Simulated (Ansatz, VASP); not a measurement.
# Two plane-wave programs on Ag

```
CELL_PARAMETERS angstrom
0.00000 2.05861 2.05861
2.05861 0.00000 2.05861
2.05861 2.05861 0.00000
ATOMIC_POSITIONS crystal
Ag 0.00000 0.00000 0.00000
```

Alike in both runs: task relaxation of cell and atoms; functional r2SCAN; k mesh 18 × 18 × 18; occupations gaussian, width 0.1 eV; no spin polarisation.

|  | VASP | Ansatz |
| --- | --- | --- |
| version | VASP 6.6.1 | Ansatz 0.2.0 |
| potentials or method | VASP PAW PBE potentials, release 64 (Ag), cutoff 600 eV | scalar-relativistic, plane waves, PAW |
| valence electrons in the cell | 11 | 19 |

Ansatz gave:

| Quantity | Value |
| --- | --- |
| gap on the k mesh at the Fermi level, each at its own relaxed structure (eV) | none |
| relaxed volume (Å³/atom) | 17.28 |
| relaxed cell length with the largest relative difference (Å) | 2.902 |

**Question.** Which values does VASP return?

**Answer.** gap on the k mesh at the Fermi level, each at its own relaxed structure (eV): none; relaxed volume (Å³/atom): 17.30; relaxed cell length with the largest relative difference (Å): 2.903.

VASP's potentials were made for PBE, not for r2SCAN. A gap of «none» marks a metal or a gap that the smearing closes. VASP's potentials hold 11 valence electrons a cell and Ansatz's 19, so a difference there can come from the potentials and not from the codes.
